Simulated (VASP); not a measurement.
Wanted: the native input for a VASP 6.6.1 run.

```
Task                   : single point
Functional             : LDA
Potentials or basis    : VASP PAW LDA potentials, release 64 (Ta_pv)
Cutoff                 : 520 eV
k mesh                 : 19 × 19 × 19
Occupations            : fermi-dirac, width 0.1 eV
Spin                   : no spin polarisation
Dipole correction      : no
Further INCAR settings : ALGO = Normal; EDIFF = 1e-06; NBANDS = 12
```

The structure of Ta lies in POSCAR:

```
Ta
1.0
    2.6837561437      0.0000000000      0.0000000000
    0.0000000000      2.6837561437      0.0000000000
    0.0000000000      0.0000000000      2.6837561437
Ta
1
Direct
    0.0000000000      0.0000000000      0.0000000000
```

One way to write it, as run:

INCAR

```
  PREC = Accurate
  ENCUT = 520
  EDIFF = 1E-6
  ISMEAR = -1
  SIGMA = 0.1
  LREAL = False
  LASPH = True
  NELM = 100
  ALGO = Normal
  ISIF = 2
  LWAVE = False
  LCHARG = False
  NBANDS = 12
```

KPOINTS

```
regular mesh
0
Gamma
  19 19 19
```

Potentials or basis: VASP PAW LDA potentials, release 64 (Ta_pv).

Run with:

```sh
$ cat potpaw_LDA.64/Ta_pv/POTCAR > POTCAR
$ mpirun -np 1 vasp_std > vasp.out
```

It gave:

| Property | Result |
| --- | --- |
| Pressure | 0.9 GPa |

It took 36 s on 1 thread of Intel Xeon 8259CL, with other jobs on the host, peak memory 0.16 GiB.
